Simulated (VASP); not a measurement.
Set up this calculation in VASP 6.6.1, as the native input.

```yaml
Task: single point
Functional: PBE
Potentials_or_basis: VASP PAW PBE potentials, release 64 (B, N)
Cutoff: 520 eV
k_mesh: 15 × 15 × 8
Occupations: gaussian, width 0.05 eV
Spin: no spin polarisation
Dipole_correction: no
Further_INCAR_settings: ALGO = Normal; EDIFF = 1e-06; NBANDS = 16
```

The structure of BN lies in POSCAR:

```
BN
1.0
    2.5539396017      0.0000000000      0.0000000000
   -1.2769698009      2.2117765748      0.0000000000
    0.0000000000      0.0000000000      4.2268550000
B N
2 2
Direct
    0.6666666700      0.3333333300      0.9997240000
    0.3333333300      0.6666666700      0.4997240000
    0.6666666700      0.3333333300      0.6252760000
    0.3333333300      0.6666666700      0.1252760000
```

One way to write it, as run:

INCAR

```
ALGO = Normal
EDIFF = 1E-6
ENCUT = 520
GGA = PE
ISIF = 2
ISMEAR = 0
LASPH = T
LCHARG = F
LREAL = F
LWAVE = F
NBANDS = 16
NELM = 80
PREC = Accurate
SIGMA = 0.05
```

KPOINTS

```
k-points
0
Gamma
  15 15 8
```

Potentials or basis: VASP PAW PBE potentials, release 64 (B, N).

Command:

```console
$ cat potpaw_PBE.64/B/POTCAR potpaw_PBE.64/N/POTCAR > POTCAR
$ mpirun -np 1 vasp_std > vasp.out
```

Results of the run:

The pressure is 0.2 GPa and the largest force is 0.014 eV/Å. The band gap on the k mesh is 5.20 eV, indirect (least direct gap 8.23 eV).

Run time: 25 s on 1 thread of Intel(R) Xeon(R) 6975P-C (Granite Rapids) (shared host), peak memory 0.15 GiB.
